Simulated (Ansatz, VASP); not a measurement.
# Pd in VASP and in Ansatz

```xyz
1
Lattice="0.0000 1.9565 1.9565 1.9565 0.0000 1.9565 1.9565 1.9565 0.0000" Properties=species:S:1:pos:R:3 pbc="T T T"
Pd    1.9565    1.9565    1.9565
```

Alike in both runs: functional r2SCAN; k mesh 8 × 8 × 8; occupations gaussian, width 0.1 eV; no spin polarisation.

Ansatz relaxed the structure, and its values are those at the end. VASP's run is a single point on that final structure, the one shown.

|  | VASP | Ansatz |
| --- | --- | --- |
| version | VASP 6.6.1 | Ansatz 0.2.0 |
| potentials or method | VASP PAW PBE potentials, release 64 (Pd), cutoff 550 eV | scalar-relativistic, plane waves, PAW |
| valence electrons in the cell | 10 | 18 |

|  | VASP | Ansatz | Ansatz less VASP |
| --- | --- | --- | --- |
| gap on the k mesh at the Fermi level (eV) | none | none | - |
| pressure (GPa) | 0.7 | 0.0 | -0.68 |

VASP's potentials were made for PBE, not for r2SCAN. A gap of «none» marks a metal or a gap that the smearing closes. With one functional, cell and mesh, what is left measures potentials, basis and numerics. VASP's potentials hold 10 valence electrons a cell and Ansatz's 18, so a difference there can come from the potentials and not from the codes.
